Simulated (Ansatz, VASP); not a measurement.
**Two plane-wave programs on CdHg3S4**

INCAR

```
PREC = Accurate
ENCUT = 600
EDIFF = 1E-7
ISMEAR = -1
SIGMA = 0.15
LREAL = False
LASPH = True
NELM = 60
ALGO = Fast
ISIF = 3
LWAVE = False
LCHARG = False
GGA = PE
IBRION = 2
NSW = 80
EDIFFG = -0.001
```

File KPOINTS:

```
Automatic mesh
0
Gamma
  10 10 4
```

File POSCAR:

```
CdHg3S4
1.0
    4.2287234147      0.0000000000      0.0000000000
    0.0000000000      4.2287234147      0.0000000000
    0.0000000000      0.0000000000     11.9288522563
Cd Hg S
1 3 4
Direct
    0.5000000000      0.5000000000      0.0000000000
    0.0000000000      0.0000000000      0.7516908759
    0.0000000000      0.0000000000      0.2483091241
    0.5000000000      0.5000000000      0.5000000000
    0.5000000000      0.0000000000      0.1223281760
    0.0000000000      0.5000000000      0.3741702286
    0.5000000000      0.0000000000      0.6258297714
    0.0000000000      0.5000000000      0.8776718240
```

Input for Ansatz:

```yaml
crystal:
  lattice:
    - [4.2287234147, 0.0, 0.0]
    - [0.0, 4.2287234147, 0.0]
    - [0.0, 0.0, 11.9288522563]
  atoms:
    - { symbol: Cd, position: [0.5, 0.5, 0.0] }
    - { symbol: Hg, position: [0.0, 0.0, 0.7516908759] }
    - { symbol: Hg, position: [0.0, 0.0, 0.2483091241] }
    - { symbol: Hg, position: [0.5, 0.5, 0.5] }
    - { symbol: S, position: [0.5, 0.0, 0.122328176] }
    - { symbol: S, position: [0.0, 0.5, 0.3741702286] }
    - { symbol: S, position: [0.5, 0.0, 0.6258297714] }
    - { symbol: S, position: [0.0, 0.5, 0.877671824] }
basis:
  ecutwfc: 420
kpoints:
  mp_grid: { grid: [10, 10, 4] }
hamiltonian:
  xc: pbe
scf:
  occupations: { method: fermi_dirac, width: 0.15 }
output:
  forces: true
  stress: true
  eigenvalues: true
  write_density: true
  write_potential: true
  elf: true
  volumetric_format: npy
relax:
  adjacent_minimum: "off"
  f_tol: 0.001
  max_steps: 60
  cell: { stress_tol: 0.01 }
```

Alike in both runs: task relaxation of cell and atoms; functional PBE; k mesh 10 × 10 × 4; occupations fermi-dirac, width 0.15 eV; no spin polarisation.

```csv
,VASP,Ansatz
version,VASP 6.6.1,Ansatz 0.2.0
potentials or method,"VASP PAW PBE potentials, release 64 (Cd, Hg, S), cutoff 600 eV","scalar-relativistic, plane waves, PAW"
valence electrons in the cell,72,104
```

VASP gave:

```
gap on the k mesh at the Fermi level, each at its own relaxed structure (eV) : none
relaxed volume (Å³/atom)                                                     : 26.81
relaxed length of the cell vector where the two differ most in proportion (Å)              : 11.959
```

**Question.** What did Ansatz give for the same quantities?

**Answer.** gap on the k mesh at the Fermi level, each at its own relaxed structure (eV): none; relaxed volume (Å³/atom): 26.67; relaxed length of the cell vector where the two differ most in proportion (Å): 11.934.

A gap of «none» marks a metal or a gap that the smearing closes. VASP's potentials hold 72 valence electrons a cell and Ansatz's 104, so a difference there can come from the potentials and not from the codes.

Spin-orbit coupling is off throughout.
